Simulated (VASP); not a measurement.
Here is a VASP 6.6.1 calculation.

Contents of INCAR:

```
PREC = Accurate
ENCUT = 520
EDIFF = 1E-6
ISMEAR = -1
SIGMA = 0.1
LREAL = False
LASPH = True
NELM = 80
ALGO = Normal
ISIF = 2
LWAVE = False
LCHARG = False
GGA = RE
NBANDS = 7
```

KPOINTS

```
regular mesh
0
Gamma
  14 14 14
```

POSCAR

```
Mg
1.0
   -1.7812491711      1.7812491711      1.7812491711
    1.7812491711     -1.7812491711      1.7812491711
    1.7812491711      1.7812491711     -1.7812491711
Mg
1
Direct
    0.0000000000      0.0000000000      0.0000000000
```

Potentials or basis: VASP PAW PBE potentials, release 64 (Mg).

Launch:

```sh
$ cat potpaw_PBE.64/Mg/POTCAR > POTCAR
$ mpirun -np 1 vasp_std > vasp.out
```

**Question.** Estimate the pressure.

**Answer.** 1.3 GPa.

**Question.** Predict the band gap on the k mesh.

**Answer.** Zero (band 1 reaches 6.73 eV, above the bottom of band 2 at 1.93 eV).

Caveat: the PAW data sets were made with another functional, which shifts forces and pressure a little.
